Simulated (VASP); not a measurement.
Crystal: Cu.

```
Cu
1.0
     0.00000    1.80750    1.80750
     1.80750    0.00000    1.80750
     1.80750    1.80750    0.00000
Cu
1
Cartesian
  0.0000 0.0000 0.0000
```

- Program: VASP 6.6.1
- Task: relaxation of cell and atoms
- Functional: BLYP
- Dispersion: D3(BJ)
- Potentials or basis: VASP PAW PBE potentials, release 64 (Cu)
- Cutoff: 600 eV
- k mesh: 13 × 13 × 13
- Occupations: fermi-dirac, width 0.05 eV
- Spin: no spin polarisation

At the start: pressure -8.4 GPa; volume 11.81 Å³/atom.

Task: Where does the relaxation end?

Result: Over 3 steps the energy falls by 18.2 meV/atom and the volume is 11.16 Å³/atom (-5.5 %); space group Fm-3m (No. 225, to 0.05 Å).

The path:
```csv
step,energy change (eV),largest force (eV/Å),pressure (GPa),volume (Å³)
1,0.0000,0.0000,-8.42,11.81
2,-0.0111,0.0000,6.32,10.78
3,-0.0182,0.0000,-0.03,11.16
```

Final structure:
```
CELL_PARAMETERS angstrom
0.00000 1.77354 1.77354
1.77354 0.00000 1.77354
1.77354 1.77354 0.00000
ATOMIC_POSITIONS crystal
Cu 0.00000 0.00000 0.00000
```

Caveat: the PAW data sets were made with another functional, which shifts forces and pressure a little; pairwise dispersion overbinds metals, which lowers pressure and volume.
